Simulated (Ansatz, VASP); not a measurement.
## Two plane-wave programs on In3C

The input INCAR:

```
SYSTEM = In3C
PREC = Accurate
ENCUT = 600
EDIFF = 1E-7
ISMEAR = 0
SIGMA = 0.1
LREAL = .False.
LASPH = .True.
NELM = 100
ALGO = Normal
ISIF = 3
LWAVE = .False.
LCHARG = .False.
GGA = PE
IBRION = 2
NSW = 100
EDIFFG = -0.01
```

The input KPOINTS:

```
regular mesh
0
Gamma
  12 12 12
  0 0 0
```

File POSCAR:

```
In3C
1.0
   -2.8327138700      2.8327138700      2.8327138700
    2.8327138700     -2.8327138700      2.8327138700
    2.8327138700      2.8327138700     -2.8327138700
In C
3 1
Direct
    0.0000000000      0.5000000000      0.5000000000
    0.5000000000      0.0000000000      0.5000000000
    0.5000000000      0.5000000000      0.0000000000
    0.0000000000      0.0000000000      0.0000000000
```

Input for Ansatz:

```yaml
crystal:
  lattice:
    - [-2.83271387, 2.83271387, 2.83271387]
    - [2.83271387, -2.83271387, 2.83271387]
    - [2.83271387, 2.83271387, -2.83271387]
  atoms:
    - { symbol: In, position: [0.0, 0.5, 0.5] }
    - { symbol: In, position: [0.5, 0.0, 0.5] }
    - { symbol: In, position: [0.5, 0.5, 0.0] }
    - { symbol: C, position: [0.0, 0.0, 0.0] }
basis:
  ecutwfc: 420
kpoints:
  mp_grid: { grid: [12, 12, 12] }
hamiltonian:
  xc: pbe
scf:
  occupations: { method: gaussian, width: 0.1 }
output:
  forces: true
  stress: true
  eigenvalues: true
relax:
  adjacent_minimum: "off"
  f_tol: 0.01
  max_steps: 80
  cell: { stress_tol: 0.05 }
```

Change from the starting cell: species swapped into the Sb3Au type (Im-3m, No. 229).

Alike in both runs: task relaxation of cell and atoms; functional PBE; k mesh 12 × 12 × 12; occupations gaussian, width 0.1 eV; no spin polarisation.

```csv
,VASP,Ansatz
version,VASP 6.6.1,Ansatz 0.2.0
potentials or method,"VASP PAW PBE potentials, release 64 (In_d, C), cutoff 600 eV","scalar-relativistic, plane waves, PAW"
valence electrons in the cell,43,43
```

Ansatz gave:

- gap on the k mesh at the Fermi level, each at its own relaxed structure (eV): none
- relaxed volume (Å³/atom): 22.51
- relaxed length of the cell vector where the two differ most in proportion (Å): 4.890

Question: Which values does VASP return?

Answer: gap on the k mesh at the Fermi level, each at its own relaxed structure (eV): none; relaxed volume (Å³/atom): 22.50; relaxed length of the cell vector where the two differ most in proportion (Å): 4.890.

A gap of «none» marks a metal or a gap that the smearing closes.

Noted on VASP's run: too few bands were computed for a metal, which touches its energy and stress.
